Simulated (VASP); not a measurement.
Wanted: the native input for a VASP 6.6.1 run.

```yaml
Task: single point
Functional: LDA
Potentials_or_basis: VASP PAW LDA potentials, release 64 (Co)
Cutoff: 520 eV
k_mesh: 24 × 24 × 12
Occupations: gaussian, width 0.15 eV
Spin: collinear spin, ferromagnetic start
Starting_moments: "[1.375, 1.375] μB"
Fixed_moment: 2.75 μB
Dipole_correction: no
Further_INCAR_settings: ALGO = Normal; EDIFF = 1e-06; NBANDS = 20
```

The structure of Co lies in POSCAR:

```
Co
1.0
    2.6163140353      0.0000000000      0.0000000000
   -1.3081570176      2.2657944189      0.0000000000
    0.0000000000      0.0000000000      4.2202892192
Co
2
Direct
    0.6666666667      0.3333333333      0.2500000000
    0.3333333333      0.6666666667      0.7500000000
```

One way to write it, as run:

INCAR

```
PREC = Accurate
ENCUT = 520
EDIFF = 1E-6
ISMEAR = 0
SIGMA = 0.15
LREAL = F
LASPH = T
NELM = 150
ALGO = Normal
ISIF = 2
LWAVE = F
LCHARG = F
ISPIN = 2
MAGMOM = 1.375 1.375
LORBIT = 11
NUPDOWN = 2.75
LMAXMIX = 4
NBANDS = 20
```

KPOINTS

```
regular mesh
0
Gamma
  24 24 12
```

Potentials or basis: VASP PAW LDA potentials, release 64 (Co).

Launch:

```console
$ cat potpaw_LDA.64/Co/POTCAR > POTCAR
$ mpirun -np 1 vasp_std > vasp.out
```

It gave:

```
Pressure                                              : -38.4 GPa
Net moment                                            : 2.75 μB per cell
Site moments                                          : Co +1.41 μB
Valence electrons inside the program's atomic spheres : Co 8.05
```

Caveat: the total moment is fixed, so each spin has its own Fermi level.

It took 3.3 min on 1 thread of Intel(R) Xeon(R) Platinum 8488C (Sapphire Rapids), on a shared host, peak memory 0.37 GiB.
